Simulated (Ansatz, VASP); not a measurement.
## One calculation of BaHfO3, two programs

```
CELL_PARAMETERS angstrom
4.15812 0.00000 0.00000
0.00000 4.15812 0.00000
0.00000 0.00000 4.15812
ATOMIC_POSITIONS crystal
Ba 0.00000 0.00000 0.00000
O 0.50000 0.50000 0.00000
O 0.00000 0.50000 0.50000
O 0.50000 0.00000 0.50000
Hf 0.50000 0.50000 0.50000
```

Alike in both runs: task single point; functional PBEsol; k mesh 4 × 4 × 4; occupations gaussian, width 0.1 eV; no spin polarisation.

|  | VASP | Ansatz |
| --- | --- | --- |
| version | VASP 6.6.1 | Ansatz 0.2.0 |
| potentials or method | VASP PAW PBE potentials, release 64 (Ba_sv, O, Hf_pv), cutoff 600 eV | scalar-relativistic, plane waves, PAW |
| valence electrons in the cell | 38 | 54 |

Ansatz gave:

| Quantity | Value |
| --- | --- |
| gap on the k mesh at the Fermi level (eV) | 3.58 |
| least direct gap on the mesh (eV) | 3.66 |
| pressure (GPa) | 0.0 |

Estimate VASP's values.

gap on the k mesh at the Fermi level (eV): 3.49; least direct gap on the mesh (eV): 3.69; pressure (GPa): -0.5.

VASP's potentials were made for PBE, not for PBEsol, and Ansatz warns of the same on its side. VASP's potentials hold 38 valence electrons a cell and Ansatz's 54, so a difference there can come from the potentials and not from the codes.

Spin-orbit coupling is off throughout.
